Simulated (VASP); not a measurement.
# Ir (Fm-3m) in VASP: notebook

Runs on Ir. Level: PBE. Tasks: single point.

Everything below comes from runs of VASP 6.6.1. Logs are shortened: lines on timing, memory, paths and dates and some standing lists are left out, and cuts for length are marked.

## Step 1: The cell of the first run

It takes space group Fm-3m (No. 225, cubic). The conventional cell has a = 3.818 Å, b = 3.818 Å, c = 3.818 Å, α = 90.00°, β = 90.00°, γ = 90.00°. Within 3.6 Å of Ir (site symmetry m-3m) lie 12 Ir at 2.70 Å.

## Step 2: Single point, PBE (volume scaled by 0.960)

INCAR reads:

```
  ALGO = Normal
  EDIFF = 1E-7
  ENCUT = 520
  GGA = PE
  ISIF = 2
  ISMEAR = 0
  LASPH = T
  LCHARG = T
  LELF = T
  LREAL = F
  LVHAR = T
  LWAVE = F
  NBANDS = 10
  NELM = 80
  PREC = Accurate
  SIGMA = 0.05
```

KPOINTS reads:

```
k-points
0
Gamma
  20 20 20
```

POSCAR reads:

```
Ir
1.0
    0.0000000000      1.9091777953      1.9091777953
    1.9091777953      0.0000000000      1.9091777953
    1.9091777953      1.9091777953      0.0000000000
Ir
1
Direct
    0.0000000000      0.0000000000      0.0000000000
```

Potentials or basis: VASP PAW PBE potentials, release 64 (Ir).

Launch:

```bash
> cat potpaw_PBE.64/Ir/POTCAR > POTCAR
> mpirun -np 1 vasp_std > vasp.out
```

OUTCAR:

```text
EDIFF = 1E-7
   ENCUT = 520
   GGA = PE
   ISIF = 2
   ISMEAR = 0
   LASPH = T
   LREAL = F
   NELM = 80
   PREC = Accurate

 ion  position               nearest neighbor table
   1  0.000  0.000  0.000-

  LATTYP: Found a face centered cubic cell.
 ALAT       =     3.8183555906

  Lattice vectors:

 A1 = (   0.0000000000,   1.9091777953,   1.9091777953)
 A2 = (   1.9091777953,   0.0000000000,   1.9091777953)
 A3 = (   1.9091777953,   1.9091777953,   0.0000000000)

Analysis of symmetry for initial positions (statically):
=====================================================================
 Subroutine PRICEL returns:
 Original cell was already a primitive cell.

 Routine SETGRP: Setting up the symmetry group for a
 face centered cubic supercell.

 Subroutine GETGRP returns: Found 48 space group operations
 (whereof 48 operations were pure point group operations)
 out of a pool of 48 trial point group operations.

The static configuration has the point symmetry O_h .

Analysis of symmetry for dynamics (positions and initial velocities):
=====================================================================
 Subroutine PRICEL returns:
 Original cell was already a primitive cell.

 Routine SETGRP: Setting up the symmetry group for a
 face centered cubic supercell.

 Subroutine GETGRP returns: Found 48 space group operations
 (whereof 48 operations were pure point group operations)
 out of a pool of 48 trial point group operations.

The dynamic configuration has the point symmetry O_h .

 Subroutine INISYM returns: Found 48 space group operations
 (whereof 48 operations are pure point group operations),
 and found     1 'primitive' translations

----------------------------------------------------------------------------------------

                                     Primitive cell

  volume of cell :      13.9178

  direct lattice vectors                    reciprocal lattice vectors
     0.000000000  1.909177795  1.909177795    -0.261892843  0.261892843  0.261892843
     1.909177795  0.000000000  1.909177795     0.261892843 -0.261892843  0.261892843
     1.909177795  1.909177795  0.000000000     0.261892843  0.261892843 -0.261892843

  length of vectors
     2.699985131  2.699985131  2.699985131     0.453611710  0.453611710  0.453611710

  position of ions in fractional coordinates (direct lattice)
     0.000000000  0.000000000  0.000000000

  ion indices of the primitive-cell ions
   primitive index   ion index
                 1           1

----------------------------------------------------------------------------------------

 KPOINTS: k-points

Automatic generation of k-mesh.
 Grid dimensions read from file:
 generate k-points for:   20   20   20

 Generating k-lattice:

  Cartesian coordinates                     Fractional coordinates (reciprocal lattice)
    -0.013094642  0.013094642  0.013094642     0.050000000  0.000000000  0.000000000
     0.013094642 -0.013094642  0.013094642     0.000000000  0.050000000  0.000000000
     0.013094642  0.013094642 -0.013094642     0.000000000  0.000000000  0.050000000

  Length of vectors
     0.022680585  0.022680585  0.022680585

  Shift w.r.t. Gamma in fractional coordinates (k-lattice)
     0.000000000  0.000000000  0.000000000

 Subroutine IBZKPT returns following result:
 ===========================================

 Found    256 irreducible k-points:

 Following reciprocal coordinates:
            Coordinates               Weight
  0.000000  0.000000  0.000000      1.000000
  0.050000  0.000000  0.000000      8.000000
  0.100000  0.000000  0.000000      8.000000
  0.150000  0.000000  0.000000      8.000000
  0.200000  0.000000  0.000000      8.000000
  0.250000  0.000000  0.000000      8.000000
[... 16 lines left out ...]
 -0.400000  0.050000  0.000000     24.000000
 -0.350000  0.050000  0.000000     24.000000
 [... further k-points ...]
   k-points           NKPTS =    256   k-points in BZ     NKDIM =    256   number of bands    NBANDS=     10
   number of dos      NEDOS =    301   number of ions     NIONS =      1
   total plane-waves  NPLWV =   8000
   dimension x,y,z NGX =    20 NGY =   20 NGZ =   20
   dimension x,y,z NGXF=    40 NGYF=   40 NGZF=   40
   ions per type =               1
   NGX,Y,Z   is equivalent  to a cutoff of  12.31, 12.31, 12.31 a.u.
   NGXF,Y,Z  is equivalent  to a cutoff of  24.63, 24.63, 24.63 a.u.
 SYSTEM =  unknown system
   PREC   = accura    normal or accurate (medium, high low for compatibility)
   ISTART =      0    job   : 0-new  1-cont  2-samecut
   ICHARG =      2    charge: 1-file 2-atom 10-const
   ISPIN  =      1    spin polarized calculation?
   LNONCOLLINEAR =      F non collinear calculations
   LSORBIT =      F    spin-orbit coupling
   LASPH  =      T    aspherical Exc in radial PAW
   ENCUT  =  520.0 eV  38.22 Ry    6.18 a.u.   5.02  5.02  5.02*2*pi/ulx,y,z
   NELM   =     80;   NELMIN=  2; NELMDL= -5     # of ELM steps
   EDIFF  = 0.1E-06   stopping-criterion for ELM
   LREAL  =      F    real-space projection
   EDIFFG = 0.1E-05   stopping-criterion for IOM
   NSW    =      0    number of steps for IOM
   IBRION =     -1    ionic relax: 0-MD 1-quasi-New 2-CG
   NFREE  =      0    steps in history (QN), initial steepest desc. (CG)
   ISIF   =      2    stress and relaxation
   ISYM   =      2    0-nonsym 1-usesym 2-fastsym
   POTIM  = 0.5000    time-step for ionic-motion
   TEBEG  =    0.0;   TEEND  =   0.0 temperature during run
   PSTRESS=    0.0 pullay stress
   NELECT =       9.0000    total number of electrons
   NUPDOWN=      -1.0000    fix difference up-down
   EMIN   =  10.00;   EMAX   =-10.00  energy-range for DOS
   EFERMI =   0.00;   METHOD = LEGACY
   ISMEAR =     0;   SIGMA  =   0.05  broadening in eV -4-tet -1-fermi 0-gaus
   EFERMI_NEDOS =   21; number of points for ismear=-14 and -15
   IALGO  =     38    algorithm
   IMIX   =      4    mixing-type and parameters
     AMIX     =   0.40;   BMIX     =  1.00
     AMIX_MAG =   1.60;   BMIX_MAG =  1.00
  volume/ion in A,a.u.               =      13.92        93.92
  Fermi-wavevector in a.u.,A,eV,Ry     =   1.415683  2.675253 27.268223  2.004158
  Thomas-Fermi vector in A             =   2.537096
   LORBIT       =      0    0 simple, 1 ext, 2 COOP (PROOUT), +10 PAW based schemes
   GGA     = PE    functional components
   LHFCALC =     F    Hartree Fock is set to
   AEXX    =    0.0000 exact exchange contribution
   IVDW    =     0    specifies the selected vdW correction
   LEPSILON=     F    determine dielectric tensor
   LRPA    =     F    only Hartree local field effects (RPA)
 non-spin polarized calculation
 Gauss-broadening in eV      SIGMA  =   0.05
  energy-cutoff  :      520.00
  volume of cell :       13.92
 maximum number of plane-waves:       388
   NGX =  9   NGY =  9   NGZ =  9

 number of electron       9.0000001 magnetization

 Free energy of the ion-electron system (eV)
  ---------------------------------------------------
  ext. energy  EPLUGINS =         0.00000000
  ---------------------------------------------------
  free energy    TOTEN  =        -8.82554734 eV

  energy without entropy =       -8.82495820  energy(sigma->0) =       -8.82525277

 E-fermi :  10.6436     XC(G=0): -14.0865

 val. band max:       10.6427570380   @ k =   0.3000   0.2000   0.0000
 cond. band min:      10.6469459471   @ k =  -0.3500   0.3000   0.0000
 fundamental gap:      0.0041889091
 Fermi energy:        10.6436473157

 k-point     1 :       0.0000    0.0000    0.0000
  band No.  band energies     occupation
      1      -0.6039      2.00000
      2       6.7066      2.00000
      3       6.7066      2.00000
      4       6.7066      2.00000
      5       9.4659      2.00000
      6       9.4659      2.00000
      7      24.9851      0.00000
      8      30.6695      0.00000
      9      30.6695      0.00000
     10      30.6695      0.00000

 k-point     2 :       0.0500    0.0000    0.0000
  band No.  band energies     occupation
      1      -0.4903      2.00000
      2       6.6445      2.00000
      3       6.7567      2.00000
      4       6.7567      2.00000
      5       9.4327      2.00000
      6       9.4327      2.00000
      7      25.1842      0.00000
      8      30.0435      0.00000
      9      30.8579      0.00000
     10      30.8579      0.00000

 k-point     3 :       0.1000    0.0000    0.0000
  band No.  band energies     occupation
      1      -0.1590      2.00000
      2       6.4801      2.00000
      3       6.8917      2.00000
      4       6.8918      2.00000
      5       9.3544      2.00000
      6       9.3544      2.00000
      7      25.7416      0.00000
      8      28.7627      0.00000
      9      31.4090      0.00000
     10      31.4090      0.00000

 k-point     4 :       0.1500    0.0000    0.0000
  band No.  band energies     occupation
      1       0.3581      2.00000
      2       6.2762      2.00000
      3       7.0607      2.00000
      4       7.0607      2.00000
      5       9.2982      2.00000
      6       9.2982      2.00000
      7      26.4929      0.00000
      8      27.4063      0.00000
      9      32.2818      0.00000
     10      32.2818      0.00000
[... 222 lines left out ...]
 k-point    22 :      -0.4500    0.0500    0.0000
  band No.  band energies     occupation
      1       2.5162      2.00000
      2       6.5285      2.00000
      3       6.6844      2.00000
      4       9.2762      2.00000
      5      11.4522      0.00000
      6      12.1301      0.00000
      7      18.3363      0.00000
      8      24.7920      0.00000
      9      30.3331      0.00000
     10      30.8821      0.00000

 k-point    23 :      -0.4000    0.0500    0.0000
  band No.  band energies     occupation
      1       2.5242      2.00000
      2       6.6214      2.00000
      3       6.7518      2.00000
      4       8.5509      2.00000
      5      11.0552      0.00000
      6      11.8076      0.00000
      7      19.4838      0.00000
      8      25.1350      0.00000
      9      30.6938      0.00000
     10      31.7917      0.00000

 k-point    24 :      -0.3500    0.0500    0.0000
  band No.  band energies     occupation
      1       2.4898      2.00000
      2       6.7670      2.00000
      3       6.8793      2.00000
      4       7.5661      2.00000
      5      10.5146      1.99974
      6      11.3210      0.00000
      7      21.0638      0.00000
      8      25.7861      0.00000
      9      31.4912      0.00000
     10      33.1647      0.00000

 [... further k-points ...]

------------------------ aborting loop because EDIFF is reached ----------------------------------------

  FORCE on cell =-STRESS in cart. coord.  units (eV):
  Direction    XX          YY          ZZ          XY          YZ          ZX
  --------------------------------------------------------------------------------------
  -------------------------------------------------------------------------------------
  Total        1.4174385      1.4174385      1.4174385      0.0000000     -0.0000000      0.0000000
  in kB      163.1720140    163.1720140    163.1720140      0.0000000     -0.0000000      0.0000000
  external PRESSURE =     163.1720140 kB  Pullay stress =       0.0000000 kB

 VOLUME and BASIS-vectors are now :
 -----------------------------------------------------------------------------
  energy-cutoff  :      520.00
  volume of cell :       13.92
      direct lattice vectors                 reciprocal lattice vectors
     0.000000000  1.909177795  1.909177795    -0.261892843  0.261892843  0.261892843
     1.909177795  0.000000000  1.909177795     0.261892843 -0.261892843  0.261892843
     1.909177795  1.909177795  0.000000000     0.261892843  0.261892843 -0.261892843

 POSITION                                       TOTAL-FORCE (eV/Angst)
 -----------------------------------------------------------------------------------
      0.00000      0.00000      0.00000         0.000000      0.000000     -0.000000
 -----------------------------------------------------------------------------------
    total drift:                               -0.000000     -0.000000     -0.000000

  FREE ENERGIE OF THE ION-ELECTRON SYSTEM (eV)
  ---------------------------------------------------
  free  energy   TOTEN  =        -8.8255473390 eV

  energy  without entropy=       -8.8249582046  energy(sigma->0) =       -8.82525277
```

Run time: 41 s. Hardware: 1 thread of AMD EPYC 7R43 (Zen 3), shared host; peak memory 0.12 GiB.

Results:

| Property | Result |
| --- | --- |
| Free energy | -8.8255 eV |
| Pressure | 16.3 GPa |

Caveat: spin-orbit coupling is left out, which moves the levels of the heavy elements.

## Step 3: Single point, PBE (volume scaled by 0.980)

INCAR reads:

```
SYSTEM = Ir
PREC = Accurate
ENCUT = 520
EDIFF = 1E-7
ISMEAR = 0
SIGMA = 0.05
LREAL = .FALSE.
LASPH = .TRUE.
NELM = 80
ALGO = Normal
ISIF = 2
LWAVE = .FALSE.
LCHARG = .FALSE.
GGA = PE
NBANDS = 10
```

KPOINTS reads:

```
Automatic mesh
0
G
  20 20 20
  0 0 0
```

POSCAR reads:

```
Ir
1.0
    0.0000000000      1.9223449548      1.9223449548
    1.9223449548      0.0000000000      1.9223449548
    1.9223449548      1.9223449548      0.0000000000
Ir
1
Direct
    0.0000000000      0.0000000000      0.0000000000
```

Potentials or basis: VASP PAW PBE potentials, release 64 (Ir).

Launch:

```bash
> cat potpaw_PBE.64/Ir/POTCAR > POTCAR
> mpirun -np 1 vasp_std > vasp.out
```

Wall time 34 s (1 thread of AMD EPYC 7R43 (Zen 3), shared host); peak memory 0.12 GiB.

The run converged. Its results:

```yaml
Free_energy: -8.8474 eV
Pressure: 7.8 GPa
```

Levels at points of the mesh, in eV from the Fermi level:
```tsv
k point	band 1	band 2	band 3	band 4	band 5	band 6	band 7	band 8
(0.00, 0.00, 0.00)	-11.02	-3.81	-3.81	-3.81	-1.14	-1.14	14.39	19.95
(0.50, 0.00, 0.00)	-8.00	-3.92	-3.92	-0.70	0.94	0.94	7.27	13.93
(0.50, 0.50, 0.00)	-7.81	-7.24	0.90	1.51	1.51	1.75	10.50	11.74
```

Caveat: spin-orbit coupling is left out, which moves the levels of the heavy elements.

## Step 4: Single point, PBE (volume scaled by 1.020)

INCAR reads:

```
ALGO = Normal
EDIFF = 1E-6
ENCUT = 520
GGA = PE
ISIF = 2
ISMEAR = 0
LASPH = True
LCHARG = False
LREAL = False
LWAVE = False
NBANDS = 10
NELM = 100
PREC = Accurate
SIGMA = 0.05
```

KPOINTS reads:

```
k-points
0
Gamma
  20 20 20
```

POSCAR reads:

```
Ir
1.0
    0.0000000000      1.9481513222      1.9481513222
    1.9481513222      0.0000000000      1.9481513222
    1.9481513222      1.9481513222      0.0000000000
Ir
1
Direct
    0.0000000000      0.0000000000      0.0000000000
```

Launch:

```bash
> cat potpaw_PBE.64/Ir/POTCAR > POTCAR
> mpirun -np 1 vasp_std > vasp.out
```

Wall time 32 s (1 thread of AMD EPYC 7R43 (Zen 3), shared host); peak memory 0.12 GiB.

It converged, with:

| Quantity | Value |
| --- | --- |
| Free energy | -8.8495 eV |
| Pressure | -6.3 GPa |

Levels at points of the mesh, in eV from the Fermi level:
```csv
k point,band 1,band 2,band 3,band 4,band 5,band 6,band 7,band 8
"(0.00, 0.00, 0.00)",-10.59,-3.58,-3.58,-3.58,-1.08,-1.08,14.46,19.78
"(0.50, 0.00, 0.00)",-7.59,-3.67,-3.67,-0.59,0.87,0.87,6.87,13.99
"(0.50, 0.50, 0.00)",-7.36,-6.82,0.84,1.40,1.40,1.76,9.97,11.55
```

Caveat: spin-orbit coupling is left out, which moves the levels of the heavy elements.

## Step 5: Overview

```tsv
cell	gap on the mesh (eV)	pressure (GPa)
a = 2.700 Å, angles 60.0°, 1 atom	none	16.3
a = 2.719 Å, angles 60.0°, 1 atom	none	7.8
a = 2.755 Å, angles 60.0°, 1 atom	none	-6.3
```

Alike in all rows: task single point; level PBE; potentials or basis VASP PAW PBE potentials, release 64 (Ir); no spin polarisation; k mesh 20 × 20 × 20; cutoff (eV) 520; smearing gaussian 0.05 eV.

Caveats: spin-orbit coupling is left out, which moves the levels of the heavy elements.

Total energies depend on the potentials used, so only differences within one code and one set of settings carry meaning.
